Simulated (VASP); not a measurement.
A run of VASP 6.6.1 is set up as follows.

INCAR

```
SYSTEM = MnO2
ALGO = Normal ; EDIFF = 1E-6
ENCUT = 700 ; GGA = PE
GGA_COMPAT = .FALSE. ; ISIF = 2
ISMEAR = 0 ; ISPIN = 2
LASPH = .TRUE. ; LCHARG = .FALSE.
LMAXMIX = 4 ; LORBIT = 11
LREAL = .FALSE. ; LWAVE = .FALSE.
MAGMOM = 2.74 0 0 ; NBANDS = 24
NELM = 200 ; PREC = Accurate
SIGMA = 0.1
```

KPOINTS

```
k-points
0
G
  3 3 3
  0 0 0
```

The input POSCAR:

```
MnO2
1.0
    1.4284348394      0.8247072390      4.5839315268
   -1.4284348394      0.8247072390      4.5839315268
    0.0000000000     -1.6494144781      4.5839315268
Mn O
1 2
Direct
    0.0000000000      0.0000000000      0.0000000000
    0.2643644900      0.2643644900      0.2643644900
    0.7356355100      0.7356355100      0.7356355100
```

Potentials or basis: VASP PAW PBE potentials, release 64 (Mn_sv, O).

Command:

```sh
$ cat potpaw_PBE.64/Mn_sv/POTCAR potpaw_PBE.64/O/POTCAR > POTCAR
$ mpirun -np 1 vasp_std > vasp.out
```

Question: Estimate the largest force.

Answer: 0.249 eV/Å.

Question: Estimate the pressure.

Answer: 5.0 GPa.

Question: What does it give for the site moments?

Answer: Mn +2.75; O +0.03 μB.

Forces in eV/Å, atoms in the order of the input:
```
Mn   0.000  0.000  0.000
O    0.000  0.000 -0.249
O    0.000  0.000  0.249
```

Caveat: the k points lie up to 0.86 Å⁻¹ apart, too coarse for converged energies, forces and pressures; a cell with one magnetic atom can't hold antiferromagnetic order, which such compounds often take.
